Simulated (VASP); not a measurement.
Write the native input for VASP 6.6.1 that does the following.

```
Task                   : single point
Functional             : LDA
Potentials or basis    : VASP PAW LDA potentials, release 64 (Li_sv, F)
Cutoff                 : 520 eV
k mesh                 : 9 × 9 × 6
Occupations            : gaussian, width 0.05 eV
Spin                   : no spin polarisation
Dipole correction      : no
Further INCAR settings : ALGO = Normal; EDIFF = 1e-07; NBANDS = 18
```

The structure of LiF lies in POSCAR:

```
LiF
1.0
    3.0464146835      0.0000000000      0.0000000000
   -1.5232073417      2.6382725064      0.0000000000
    0.0000000000      0.0000000000      4.6092254161
Li F
2 2
Direct
    0.3333333333      0.6666666667      0.3371874601
    0.6666666667      0.3333333333      0.8371874601
    0.3333333333      0.6666666667      0.9910195924
    0.6666666667      0.3333333333      0.4910195924
```

This cell differs from its parent crystal: c/a of the conventional cell at fixed volume 1.5130.

One way to write it, as run:

INCAR

```
PREC = Accurate
ENCUT = 520
EDIFF = 1E-7
ISMEAR = 0
SIGMA = 0.05
LREAL = False
LASPH = True
NELM = 80
ALGO = Normal
ISIF = 2
LWAVE = False
LCHARG = False
GGA = CA
NBANDS = 18
```

KPOINTS

```
regular mesh
0
Gamma
  9 9 6
```

Potentials or basis: VASP PAW LDA potentials, release 64 (Li_sv, F).

Command:

```console
$ cat potpaw_LDA.64/Li_sv/POTCAR potpaw_LDA.64/F/POTCAR > POTCAR
$ mpirun -np 1 vasp_std > vasp.out
```

It gave:

| Quantity | Value |
| --- | --- |
| Largest force | 1.819 eV/Å |
| Band gap on the k mesh | 7.88 eV, direct |

Caveat: forces of over 1 eV/Å act on the atoms, so gaps and moduli don't describe the material at rest.

It used 60 s of CPU time on 1 thread of AMD EPYC 7R13 Processor (Zen 3) (shared host).
